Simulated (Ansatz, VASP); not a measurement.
BAs: VASP beside Ansatz

```
B As
1.0
     0.00000    2.39187    2.48754
     2.39187    0.00000    2.48754
     2.39187    2.39187    0.00000
B As
1 1
Cartesian
  0.0000 0.0000 0.0000
  1.1959 1.1959 1.2438
```

Change from the starting cell: uniaxial_z strain +4.0%.

Alike in both runs: task single point; functional r2SCAN; k mesh 10 × 10 × 10; no spin polarisation.

|  | VASP | Ansatz |
| --- | --- | --- |
| version | VASP 6.6.1 | Ansatz 0.2.0 |
| potentials or method | VASP PAW PBE potentials, release 64 (B, As) | plane waves, PAW |
| plane-wave cutoff (eV) | 520 | 500 |
| occupations | gaussian, width 0.01 eV | fixed |
| valence electrons in the cell | 8 | 18 |

```csv
,VASP,Ansatz,Ansatz less VASP
gap on the k mesh at the Fermi level (eV),1.11,1.11,-0.001
pressure (GPa),-4.9,-5.1,-0.16
"traceless stress, the component that is largest in VASP (GPa)",-5.91,-5.91,-0.005
```

VASP's potentials were made for PBE, not for r2SCAN. VASP's potentials hold 8 valence electrons a cell and Ansatz's 18, so a difference there can come from the potentials and not from the codes.
